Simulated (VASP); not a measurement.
Set up this calculation in VASP 6.6.1, as the native input.

* Task: single point
* Functional: PBE
* Potentials or basis: VASP PAW PBE potentials, release 64 (Al, Be)
* Cutoff: 520 eV
* k mesh: 10 × 10 × 10
* Occupations: fermi-dirac, width 0.05 eV
* Spin: no spin polarisation
* Dipole correction: no
* Further INCAR settings: ALGO = Normal; EDIFF = 1e-07; NBANDS = 14

The structure of BeAl3 lies in POSCAR:

```
BeAl3
1.0
   -1.9413992573      1.9413992573      3.8751350981
    1.9413992573     -1.9413992573      3.8751350981
    1.9413992573      1.9413992573     -3.8751350981
Al Be
3 1
Direct
    0.5000000000      0.5000000000      0.0000000000
    0.2500000000      0.7500000000      0.5000000000
    0.7500000000      0.2500000000      0.5000000000
    0.0000000000      0.0000000000      0.0000000000
```

The input as run:

INCAR

```
SYSTEM = BeAl3
ALGO = Normal ; EDIFF = 1E-7
ENCUT = 520 ; GGA = PE
ISIF = 2 ; ISMEAR = -1
LASPH = .True. ; LCHARG = .True.
LELF = .True. ; LREAL = .False.
LVHAR = .True. ; LWAVE = .False.
NBANDS = 14 ; NELM = 60
PREC = Accurate ; SIGMA = 0.05
```

KPOINTS

```
k-points
0
Gamma
  10 10 10
  0 0 0
```

Potentials or basis: VASP PAW PBE potentials, release 64 (Al, Be).

Run with:

```console
$ cat potpaw_PBE.64/Al/POTCAR potpaw_PBE.64/Be/POTCAR > POTCAR
$ mpirun -np 1 vasp_std > vasp.out
```

Results of the run:

```
Pressure : 0.2 GPa
```

It took 35 s on 1 thread of Intel(R) Xeon(R) 6975P-C (Granite Rapids), with other jobs on the host, peak memory 0.23 GiB.
